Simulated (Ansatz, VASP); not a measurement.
**One calculation of Ga, two programs**

INCAR

```
PREC = Accurate ; ENCUT = 520
EDIFF = 1E-6 ; ISMEAR = 0
SIGMA = 0.005 ; LREAL = F
LASPH = T ; NELM = 150
ALGO = Normal ; ISIF = 2
LWAVE = F ; LCHARG = F
ISPIN = 2 ; MAGMOM = 1
LORBIT = 11 ; GGA = PE
NBANDS = 16 ; ISYM = 0
```

File KPOINTS:

```
regular mesh
0
Gamma
  1 1 1
```

POSCAR

```
Ga
1.0
   15.0000000000      0.0000000000      0.0000000000
    0.0000000000     15.5000000000      0.0000000000
    0.0000000000      0.0000000000     16.0000000000
Ga
1
Direct
    0.5000000000      0.5000000000      0.5000000000
```

Input for Ansatz:

```yaml
crystal:
  lattice:
    - [15.0, 0.0, 0.0]
    - [0.0, 15.5, 0.0]
    - [0.0, 0.0, 16.0]
  atoms:
    - { symbol: Ga, position: [0.5, 0.5, 0.5], spin: 1.0 }
  symmetry: { detect: false }
basis:
  ecutwfc: 420
kpoints:
  mp_grid: { grid: [1, 1, 1] }
hamiltonian:
  xc: pbe
scf:
  occupations: { method: gaussian, width: 0.005 }
output:
  forces: true
  eigenvalues: true
  populations: true
magnetization:
  spin_polarized: true
```

Alike in both runs: task single point; functional PBE; k mesh 1 × 1 × 1; occupations gaussian, width 0.005 eV; collinear spin.

|  | VASP | Ansatz |
| --- | --- | --- |
| version | VASP 6.6.1 | Ansatz 0.2.0 |
| potentials or method | VASP PAW PBE potentials, release 64 (Ga_d), cutoff 520 eV | scalar-relativistic, plane waves, PAW |
| valence electrons in the cell | 13 | 13 |

VASP gave:

```
gap on the k mesh at the Fermi level (eV)                     : 0.26
net moment per atom (μB)                                      : 1.00
size of the moment on the site where the two differ most (μB) : 0.27
```

Question: Which values does Ansatz return?

Answer: gap on the k mesh at the Fermi level (eV): 0.26; net moment per atom (μB): 1.00; size of the moment on the site where the two differ most (μB): 1.00.

Site moments also hang on the region over which each program counts them.
